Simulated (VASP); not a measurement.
# Ti3Al (Fm-3m) in VASP: further runs

The runs below take Ti3Al through single point, with r2SCAN.

All numbers are computed with VASP 6.6.1; they aren't measurements. Logs are shortened: lines on timing, memory, paths and dates and some standing lists are left out, and cuts for length are marked.

### Step 1. The cell of the first run

It takes space group Fm-3m (No. 225, cubic). Conventional cell: a = 6.286 Å, b = 6.286 Å, c = 6.286 Å, α = 90.00°, β = 90.00°, γ = 90.00°. Ti (site symmetry -43m) has 10 Ti at 2.72 to 3.14 Å and 4 Al at 2.72 Å within 3.6 Å. Ti (site symmetry m-3m) has 8 Ti at 2.72 Å and 6 Al at 3.14 Å within 3.6 Å. Al (site symmetry m-3m) has 14 Ti at 2.72 to 3.14 Å within 3.6 Å.

### Step 2. Single point, r2SCAN

POSCAR reads:

```
Ti3Al
1.0
    0.0000000000      3.1431931168      3.1431931168
    3.1431931168      0.0000000000      3.1431931168
    3.1431931168      3.1431931168      0.0000000000
Ti Al
3 1
Direct
    0.7500000000      0.7500000000      0.7500000000
    0.2500000000      0.2500000000      0.2500000000
    0.0000000000      0.0000000000      0.0000000000
    0.5000000000      0.5000000000      0.5000000000
```

INCAR.step1 reads:

```
SYSTEM = Ti3Al
  PREC = Accurate
  ENCUT = 520
  ISMEAR = 1
  SIGMA = 0.15
  LREAL = .False.
  LASPH = .True.
  NELM = 60
  NBANDS = 28
  GGA = PE
  ALGO = Normal
  EDIFF = 1E-4
  LWAVE = .True.
  LCHARG = .False.
```

INCAR.step2 reads:

```
SYSTEM = Ti3Al
  PREC = Accurate
  ENCUT = 520
  EDIFF = 1E-7
  ISMEAR = 1
  SIGMA = 0.15
  LREAL = .False.
  LASPH = .True.
  NELM = 60
  ALGO = Normal
  ISIF = 2
  LWAVE = .False.
  LCHARG = .False.
  METAGGA = R2SCAN
  LMIXTAU = .True.
  NBANDS = 28
  ISTART = 1
```

KPOINTS reads:

```
Automatic mesh
0
Gamma
  6 6 6
  0 0 0
```

Potentials or basis: VASP PAW PBE potentials, release 64 (Ti_sv, Al).

The run is started by

```sh
$ cat potpaw_PBE.64/Ti_sv/POTCAR potpaw_PBE.64/Al/POTCAR > POTCAR
$ cp INCAR.step1 INCAR
$ mpirun -np 1 vasp_std > vasp.out
$ cp INCAR.step2 INCAR
$ mpirun -np 1 vasp_std > vasp.out
```

OUTCAR:

```text
SYSTEM = Ti3Al
   PREC = Accurate
   ENCUT = 520
   EDIFF = 1E-7
   ISMEAR = 1
   LREAL = .False.
   LASPH = .True.
   NELM = 60
   ISIF = 2
   METAGGA = R2SCAN
   ISTART = 1

 ion  position               nearest neighbor table
   1  0.750  0.750  0.750-   3 2.72   4 2.72   4 2.72   4 2.72   4 2.72   3 2.72   3 2.72   3 2.72

   2  0.250  0.250  0.250-   3 2.72   4 2.72   3 2.72   3 2.72   3 2.72   4 2.72   4 2.72   4 2.72

   3  0.000  0.000  0.000-   1 2.72   2 2.72   1 2.72   1 2.72   1 2.72   2 2.72   2 2.72   2 2.72

   4  0.500  0.500  0.500-   1 2.72   2 2.72   2 2.72   2 2.72   2 2.72   1 2.72   1 2.72   1 2.72

  LATTYP: Found a face centered cubic cell.
 ALAT       =     6.2863862336

  Lattice vectors:

 A1 = (   0.0000000000,   3.1431931168,   3.1431931168)
 A2 = (   3.1431931168,   0.0000000000,   3.1431931168)
 A3 = (   3.1431931168,   3.1431931168,   0.0000000000)

Analysis of symmetry for initial positions (statically):
=====================================================================
 Subroutine PRICEL returns:
 Original cell was already a primitive cell.

 Routine SETGRP: Setting up the symmetry group for a
 face centered cubic supercell.

 Subroutine GETGRP returns: Found 48 space group operations
 (whereof 48 operations were pure point group operations)
 out of a pool of 48 trial point group operations.

The static configuration has the point symmetry O_h .

Analysis of symmetry for dynamics (positions and initial velocities):
=====================================================================
 Subroutine PRICEL returns:
 Original cell was already a primitive cell.

 Routine SETGRP: Setting up the symmetry group for a
 face centered cubic supercell.

 Subroutine GETGRP returns: Found 48 space group operations
 (whereof 48 operations were pure point group operations)
 out of a pool of 48 trial point group operations.

The dynamic configuration has the point symmetry O_h .

 Subroutine INISYM returns: Found 48 space group operations
 (whereof 48 operations are pure point group operations),
 and found     1 'primitive' translations

----------------------------------------------------------------------------------------

                                     Primitive cell

  volume of cell :      62.1074

  direct lattice vectors                    reciprocal lattice vectors
     0.000000000  3.143193117  3.143193117    -0.159073904  0.159073904  0.159073904
     3.143193117  0.000000000  3.143193117     0.159073904 -0.159073904  0.159073904
     3.143193117  3.143193117  0.000000000     0.159073904  0.159073904 -0.159073904

  length of vectors
     4.445146335  4.445146335  4.445146335     0.275524084  0.275524084  0.275524084

  position of ions in fractional coordinates (direct lattice)
     0.750000000  0.750000000  0.750000000
     0.250000000  0.250000000  0.250000000
     0.000000000  0.000000000  0.000000000
     0.500000000  0.500000000  0.500000000

  ion indices of the primitive-cell ions
   primitive index   ion index
                 1           1
                 2           2
                 3           3
                 4           4

----------------------------------------------------------------------------------------

 KPOINTS: Automatic mesh

Automatic generation of k-mesh.
 Grid dimensions read from file:
 generate k-points for:    6    6    6

 Generating k-lattice:

  Cartesian coordinates                     Fractional coordinates (reciprocal lattice)
    -0.026512317  0.026512317  0.026512317     0.166666667  0.000000000  0.000000000
     0.026512317 -0.026512317  0.026512317     0.000000000  0.166666667  0.000000000
     0.026512317  0.026512317 -0.026512317     0.000000000  0.000000000  0.166666667

  Length of vectors
     0.045920681  0.045920681  0.045920681

  Shift w.r.t. Gamma in fractional coordinates (k-lattice)
     0.000000000  0.000000000  0.000000000

 Subroutine IBZKPT returns following result:
 ===========================================

 Found     16 irreducible k-points:

[... 43 lines left out ...]
  ext. energy  EPLUGINS =         0.00000000
  ---------------------------------------------------
  free energy    TOTEN  =       -46.08320527 eV

  energy without entropy =      -46.08179739  energy(sigma->0) =      -46.08273598

 E-fermi :   8.9705     XC(G=0): -12.5223

 val. band max:        8.9525580794   @ k =   0.3333   0.1667   0.0000
 cond. band min:       8.9826249595   @ k =   0.0000   0.0000   0.0000
 fundamental gap:      0.0300668801
 Fermi energy:         8.9705476265

 k-point     1 :       0.0000    0.0000    0.0000
  band No.  band energies     occupation
      1     -49.8035      2.00000
      2     -49.6890      2.00000
      3     -49.4793      2.00000
      4     -25.0869      2.00000
      5     -25.0868      2.00000
      6     -25.0868      2.00000
[... 20 lines left out ...]
     27      12.5647      0.00000
     28      12.5647      0.00000

 k-point     2 :       0.1667    0.0000    0.0000
  band No.  band energies     occupation
      1     -49.7910      2.00000
      2     -49.6926      2.00000
      3     -49.4884      2.00000
      4     -25.1511      2.00000
      5     -25.1289      2.00000
      6     -25.1288      2.00000
[... 20 lines left out ...]
     27      12.5898      0.00000
     28      12.5899      0.00000

 k-point     3 :       0.3333    0.0000    0.0000
  band No.  band energies     occupation
      1     -49.7607      2.00000
      2     -49.7030      2.00000
      3     -49.5087      2.00000
      4     -25.1729      2.00000
      5     -25.1729      2.00000
      6     -25.1647      2.00000
[... 20 lines left out ...]
     27      12.3956      0.00000
     28      12.3956      0.00000

 k-point     4 :       0.5000    0.0000    0.0000
  band No.  band energies     occupation
      1     -49.7362      2.00000
      2     -49.7161      2.00000
      3     -49.5204      2.00000
      4     -25.1896      2.00000
      5     -25.1896      2.00000
      6     -25.1434      2.00000
[... 330 lines left out ...]
     27      12.3438      0.00000
     28      12.5768      0.00000

 k-point    15 :      -0.3333    0.3333    0.1667
  band No.  band energies     occupation
      1     -49.7214      2.00000
      2     -49.7159      2.00000
      3     -49.5356      2.00000
      4     -25.2898      2.00000
      5     -25.1712      2.00000
      6     -25.1539      2.00000
[... 20 lines left out ...]
     27      12.1277      0.00000
     28      12.4145      0.00000

 k-point    16 :      -0.3333    0.5000    0.1667
  band No.  band energies     occupation
      1     -49.7204      2.00000
      2     -49.7112      2.00000
      3     -49.5413      2.00000
      4     -25.3148      2.00000
      5     -25.2332      2.00000
      6     -25.0801      2.00000
[... 20 lines left out ...]
     27      12.0559      0.00000
     28      12.1770      0.00000

------------------------ aborting loop because EDIFF is reached ----------------------------------------

  FORCE on cell =-STRESS in cart. coord.  units (eV):
  Direction    XX          YY          ZZ          XY          YZ          ZX
  --------------------------------------------------------------------------------------
  -------------------------------------------------------------------------------------
  Total        3.4950819      3.4950819      3.4950819     -0.0000000     -0.0000000     -0.0000000
  in kB       90.1622519     90.1622519     90.1622519     -0.0000000     -0.0000000     -0.0000000
  external PRESSURE =      90.1622519 kB  Pullay stress =       0.0000000 kB

 VOLUME and BASIS-vectors are now :
 -----------------------------------------------------------------------------
  energy-cutoff  :      520.00
  volume of cell :       62.11
      direct lattice vectors                 reciprocal lattice vectors
     0.000000000  3.143193117  3.143193117    -0.159073904  0.159073904  0.159073904
     3.143193117  0.000000000  3.143193117     0.159073904 -0.159073904  0.159073904
     3.143193117  3.143193117  0.000000000     0.159073904  0.159073904 -0.159073904

 POSITION                                       TOTAL-FORCE (eV/Angst)
 -----------------------------------------------------------------------------------
      4.71479      4.71479      4.71479        -0.000000     -0.000000     -0.000000
      1.57160      1.57160      1.57160         0.000000      0.000000      0.000000
      0.00000      0.00000      0.00000         0.000000      0.000000      0.000000
      3.14319      3.14319      3.14319         0.000000      0.000000      0.000000
 -----------------------------------------------------------------------------------
    total drift:                                0.000000      0.000000      0.000000

  FREE ENERGIE OF THE ION-ELECTRON SYSTEM (eV)
  ---------------------------------------------------
  free  energy   TOTEN  =       -46.0832052708 eV

  energy  without entropy=      -46.0817973875  energy(sigma->0) =      -46.08273598
```

Run time: 73 s. Hardware: 1 thread of Intel Xeon 6975P-C (Granite Rapids), shared host; peak memory 0.22 GiB.

Results:

```yaml
Free_energy: -46.0832 eV
Pressure: 9.0 GPa
```

Levels at points of the mesh, in eV from the Fermi level:
```csv
k point,band 16,band 17,band 18,band 19,band 20,band 21,band 22,band 23
"(0.00, 0.00, 0.00)",-1.91,-1.91,-1.91,0.01,0.01,0.01,2.69,2.69
"(0.50, 0.00, 0.00)",-2.18,-0.34,-0.32,-0.32,-0.08,-0.08,1.03,1.22
"(0.50, 0.50, 0.00)",-2.10,-0.72,-0.72,-0.19,-0.05,-0.05,1.28,1.51
```

Caveat: the PAW data sets were made with another functional, which shifts forces and pressure a little.

### Step 3. Single point, r2SCAN

This run uses another cell than the first one, of 15.98 Å³/atom, 1.029 times its volume.

POSCAR reads:

```
Ti3Al
1.0
    0.0000000000      3.1732733475      3.1732733475
    3.1732733475      0.0000000000      3.1732733475
    3.1732733475      3.1732733475      0.0000000000
Ti Al
3 1
Direct
    0.7500000000      0.7500000000      0.7500000000
    0.2500000000      0.2500000000      0.2500000000
    0.0000000000      0.0000000000      0.0000000000
    0.5000000000      0.5000000000      0.5000000000
```

INCAR.step1 reads:

```
SYSTEM = Ti3Al
ALGO = Normal
EDIFF = 1E-4
ENCUT = 520
GGA = PE
ISMEAR = 1
LASPH = .True.
LCHARG = .False.
LREAL = .False.
LWAVE = .True.
NBANDS = 28
NELM = 80
PREC = Accurate
SIGMA = 0.15
```

INCAR.step2 reads:

```
SYSTEM = Ti3Al
ALGO = Normal
EDIFF = 1E-7
ENCUT = 520
ISIF = 2
ISMEAR = 1
ISTART = 1
LASPH = .True.
LCHARG = .True.
LELF = .True.
LMIXTAU = .True.
LREAL = .False.
LVHAR = .True.
LWAVE = .False.
METAGGA = R2SCAN
NBANDS = 28
NELM = 80
PREC = Accurate
SIGMA = 0.15
```

KPOINTS reads:

```
k-points
0
Gamma
  6 6 6
  0 0 0
```

Potentials or basis: VASP PAW PBE potentials, release 64 (Ti_sv, Al).

The run is started by

```sh
$ cat potpaw_PBE.64/Ti_sv/POTCAR potpaw_PBE.64/Al/POTCAR > POTCAR
$ cp INCAR.step1 INCAR
$ mpirun -np 1 vasp_std > vasp.out
$ cp INCAR.step2 INCAR
$ mpirun -np 1 vasp_std > vasp.out
```

It took 68 s on 1 thread of Intel Xeon 6975P-C (Granite Rapids), shared host; peak memory 0.21 GiB.

Results (log left out):

```
Free energy : -46.1619 eV
Pressure    : 4.9 GPa
```

Levels at points of the mesh, in eV from the Fermi level:
| k point | band 15 | band 16 | band 17 | band 18 | band 19 | band 20 | band 21 | band 22 | band 23 | band 24 |
| --- | --- | --- | --- | --- | --- | --- | --- | --- | --- | --- |
| (0.00, 0.00, 0.00) | -1.88 | -1.85 | -1.85 | -1.85 | 0.00 | 0.00 | 0.00 | 2.61 | 2.61 | 2.61 |
| (0.50, 0.00, 0.00) | -2.11 | -2.11 | -0.32 | -0.30 | -0.30 | -0.08 | -0.08 | 0.99 | 1.19 | 1.19 |
| (0.50, 0.50, 0.00) | -2.14 | -2.10 | -0.74 | -0.74 | -0.15 | -0.04 | -0.04 | 1.29 | 1.45 | 1.45 |

Caveat: the PAW data sets were made with another functional, which shifts forces and pressure a little.

### Step 4. Single point, r2SCAN

This run uses another cell than the first one, of 16.43 Å³/atom, 1.058 times its volume.

POSCAR reads:

```
Ti3Al
1.0
    0.0000000000      3.2027938646      3.2027938646
    3.2027938646      0.0000000000      3.2027938646
    3.2027938646      3.2027938646      0.0000000000
Ti Al
3 1
Direct
    0.7500000000      0.7500000000      0.7500000000
    0.2500000000      0.2500000000      0.2500000000
    0.0000000000      0.0000000000      0.0000000000
    0.5000000000      0.5000000000      0.5000000000
```

INCAR.step1 reads:

```
PREC = Accurate ; ENCUT = 520
ISMEAR = 1 ; SIGMA = 0.15
LREAL = F ; LASPH = T
NELM = 60 ; NBANDS = 28
GGA = PE ; ALGO = Normal
EDIFF = 1E-4 ; LWAVE = T
LCHARG = F
```

INCAR.step2 reads:

```
PREC = Accurate ; ENCUT = 520
EDIFF = 1E-7 ; ISMEAR = 1
SIGMA = 0.15 ; LREAL = F
LASPH = T ; NELM = 60
ALGO = Normal ; ISIF = 2
LWAVE = F ; LCHARG = F
METAGGA = R2SCAN ; LMIXTAU = T
NBANDS = 28 ; ISTART = 1
```

KPOINTS reads:

```
Automatic mesh
0
Gamma
  6 6 6
```

The run is started by

```sh
$ cat potpaw_PBE.64/Ti_sv/POTCAR potpaw_PBE.64/Al/POTCAR > POTCAR
$ cp INCAR.step1 INCAR
$ mpirun -np 1 vasp_std > vasp.out
$ cp INCAR.step2 INCAR
$ mpirun -np 1 vasp_std > vasp.out
```

Wall time 70 s (1 thread of Intel Xeon 6975P-C (Granite Rapids), shared host); peak memory 0.22 GiB.

Results (log left out):

```yaml
Free_energy: -46.1970 eV
Pressure: 1.3 GPa
```

Levels at points of the mesh, in eV from the Fermi level:
```tsv
k point	band 16	band 17	band 18	band 19	band 20	band 21	band 22	band 23	band 24	band 25
(0.00, 0.00, 0.00)	-1.80	-1.80	-1.80	0.00	0.00	0.00	2.54	2.54	2.54	3.24
(0.50, 0.00, 0.00)	-2.04	-0.31	-0.28	-0.28	-0.09	-0.09	0.95	1.17	1.17	2.97
(0.50, 0.50, 0.00)	-2.08	-0.76	-0.76	-0.13	-0.02	-0.02	1.29	1.39	1.39	2.60
```

Caveat: the PAW data sets were made with another functional, which shifts forces and pressure a little.

### Step 5. Single point, r2SCAN

This run uses another cell than the first one, of 16.88 Å³/atom, 1.087 times its volume.

POSCAR reads:

```
Ti3Al
1.0
    0.0000000000      3.2317800000      3.2317800000
    3.2317800000      0.0000000000      3.2317800000
    3.2317800000      3.2317800000      0.0000000000
Ti Al
3 1
Direct
    0.7500000000      0.7500000000      0.7500000000
    0.2500000000      0.2500000000      0.2500000000
    0.0000000000      0.0000000000      0.0000000000
    0.5000000000      0.5000000000      0.5000000000
```

INCAR.step1 reads:

```
PREC = Accurate
ENCUT = 520
ISMEAR = 1
SIGMA = 0.15
LREAL = F
LASPH = T
NELM = 80
NBANDS = 28
GGA = PE
ALGO = Normal
EDIFF = 1E-4
LWAVE = T
LCHARG = F
```

INCAR.step2 reads:

```
PREC = Accurate
ENCUT = 520
EDIFF = 1E-7
ISMEAR = 1
SIGMA = 0.15
LREAL = F
LASPH = T
NELM = 80
ALGO = Normal
ISIF = 2
LWAVE = F
LCHARG = T
METAGGA = R2SCAN
LMIXTAU = T
LELF = T
LVHAR = T
NBANDS = 28
ISTART = 1
```

KPOINTS reads:

```
regular mesh
0
Gamma
  6 6 6
```

The run is started by

```sh
$ cat potpaw_PBE.64/Ti_sv/POTCAR potpaw_PBE.64/Al/POTCAR > POTCAR
$ cp INCAR.step1 INCAR
$ mpirun -np 1 vasp_std > vasp.out
$ cp INCAR.step2 INCAR
$ mpirun -np 1 vasp_std > vasp.out
```

It took 85 s on 1 thread of Intel Xeon 6975P-C (Granite Rapids), shared host; peak memory 0.22 GiB.

It converged, with:

```
Free energy : -46.1938 eV
Pressure    : -1.9 GPa
```

Levels at points of the mesh, in eV from the Fermi level:
| k point | band 18 | band 19 | band 20 | band 21 | band 22 | band 23 |
| --- | --- | --- | --- | --- | --- | --- |
| (0.00, 0.00, 0.00) | -1.71 | -0.01 | -0.01 | -0.01 | 2.46 | 2.46 |
| (0.50, 0.00, 0.00) | -0.26 | -0.26 | -0.09 | -0.09 | 0.91 | 1.15 |
| (0.50, 0.50, 0.00) | -0.78 | -0.10 | -0.01 | -0.01 | 1.29 | 1.34 |

Caveat: the PAW data sets were made with another functional, which shifts forces and pressure a little.

### Step 6. Single point, r2SCAN

This run uses another cell than the first one, of 17.33 Å³/atom, 1.116 times its volume.

POSCAR reads:

```
Ti3Al
1.0
    0.0000000000      3.2602552998      3.2602552998
    3.2602552998      0.0000000000      3.2602552998
    3.2602552998      3.2602552998      0.0000000000
Ti Al
3 1
Direct
    0.7500000000      0.7500000000      0.7500000000
    0.2500000000      0.2500000000      0.2500000000
    0.0000000000      0.0000000000      0.0000000000
    0.5000000000      0.5000000000      0.5000000000
```

INCAR.step1 reads:

```
PREC = Accurate
ENCUT = 520
ISMEAR = 1
SIGMA = 0.15
LREAL = False
LASPH = True
NELM = 60
NBANDS = 28
GGA = PE
ALGO = Normal
EDIFF = 1E-4
LWAVE = True
LCHARG = False
```

INCAR.step2 reads:

```
PREC = Accurate
ENCUT = 520
EDIFF = 1E-6
ISMEAR = 1
SIGMA = 0.15
LREAL = False
LASPH = True
NELM = 60
ALGO = Normal
ISIF = 2
LWAVE = False
LCHARG = False
METAGGA = R2SCAN
LMIXTAU = True
NBANDS = 28
ISTART = 1
```

KPOINTS reads:

```
Automatic mesh
0
Gamma
  6 6 6
```

Potentials or basis: VASP PAW PBE potentials, release 64 (Ti_sv, Al).

The run is started by

```sh
$ cat potpaw_PBE.64/Ti_sv/POTCAR potpaw_PBE.64/Al/POTCAR > POTCAR
$ cp INCAR.step1 INCAR
$ mpirun -np 1 vasp_std > vasp.out
$ cp INCAR.step2 INCAR
$ mpirun -np 1 vasp_std > vasp.out
```

Run time: 67 s. Hardware: 1 thread of Intel Xeon 6975P-C (Granite Rapids), shared host; peak memory 0.22 GiB.

Results (log left out):

* Free energy: -46.1568 eV
* Pressure: -4.6 GPa

Levels at points of the mesh, in eV from the Fermi level:
```
           k point  band 15  band 16  band 17  band 18  band 19  band 20  band 21  band 22  band 23  band 24
(0.00, 0.00, 0.00)    -1.71    -1.71    -1.64    -1.64    -0.02    -0.02    -0.02     2.39     2.39     2.39
(0.50, 0.00, 0.00)    -1.92    -1.92    -0.29    -0.25    -0.25    -0.09    -0.09     0.87     1.12     1.12
(0.50, 0.50, 0.00)    -2.06    -1.98    -0.80    -0.80    -0.08     0.00     0.00     1.28     1.29     1.29
```

Caveat: the PAW data sets were made with another functional, which shifts forces and pressure a little.

### Step 7. The runs side by side

```tsv
cell	gap on the mesh (eV)	pressure (GPa)
a = 4.445 Å, angles 60.0°, 4 atoms	none	9.0
a = 4.488 Å, angles 60.0°, 4 atoms	none	4.9
a = 4.529 Å, angles 60.0°, 4 atoms	none	1.3
a = 4.570 Å, angles 60.0°, 4 atoms	none	-1.9
a = 4.611 Å, angles 60.0°, 4 atoms	none	-4.6
```

Alike in all rows: task single point; level r2SCAN; potentials or basis VASP PAW PBE potentials, release 64 (Ti_sv, Al); no spin polarisation; k mesh 6 × 6 × 6; cutoff (eV) 520; smearing methfessel-paxton 0.15 eV.

Caveats: the PAW data sets were made with another functional, which shifts forces and pressure a little.

Total energies depend on the potentials used, so only differences within one code and one set of settings carry meaning.
